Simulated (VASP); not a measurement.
Crystal: InP.

```
In P
1.0
     0.00000    2.93050    2.93050
     2.93050    0.00000    2.93050
     2.93050    2.93050    0.00000
In P
1 1
Direct
  0.00000 0.00000 0.00000
  0.75000 0.75000 0.75000
```

* Program: VASP 6.6.1
* Task: relaxation of cell and atoms
* Functional: B3LYP
* Potentials or basis: VASP PAW PBE potentials, release 64 (In_d, P)
* Cutoff: 600 eV
* k mesh: 4 × 4 × 4
* Occupations: fermi-dirac, width 0.05 eV
* Spin: no spin polarisation

At the start: pressure 4.5 GPa; volume 25.17 Å³/atom.

**Question.** How do energy, volume and symmetry change on relaxing?

**Answer.** Over 4 steps the energy falls by 22.3 meV/atom and the volume is 26.81 Å³/atom (+6.5 %); space group F-43m (No. 216, to 0.05 Å).

The path:
```tsv
step	energy change (eV)	largest force (eV/Å)	pressure (GPa)	volume (Å³)
1	0.0000	0.0000	4.50	50.33
2	-0.0314	0.0000	-2.05	55.66
3	-0.0447	0.0000	-0.07	53.68
4	-0.0447	0.0000	0.03	53.61
```

Final structure:
```cif
data_structure
_symmetry_space_group_name_H-M 'P 1'
_symmetry_Int_Tables_number 1
_cell_length_a 4.2325
_cell_length_b 4.2325
_cell_length_c 4.2325
_cell_angle_alpha 60.000
_cell_angle_beta 60.000
_cell_angle_gamma 60.000
_cell_volume 53.61
loop_
_atom_site_label
_atom_site_type_symbol
_atom_site_fract_x
_atom_site_fract_y
_atom_site_fract_z
_atom_site_occupancy
In1 In 0.00000 0.00000 0.00000 1
P1 P 0.75000 0.75000 0.75000 1
```

Caveat: the k points lie up to 0.45 Å⁻¹ apart in the final cell; the PAW data sets were made with another functional, which shifts forces and pressure a little.
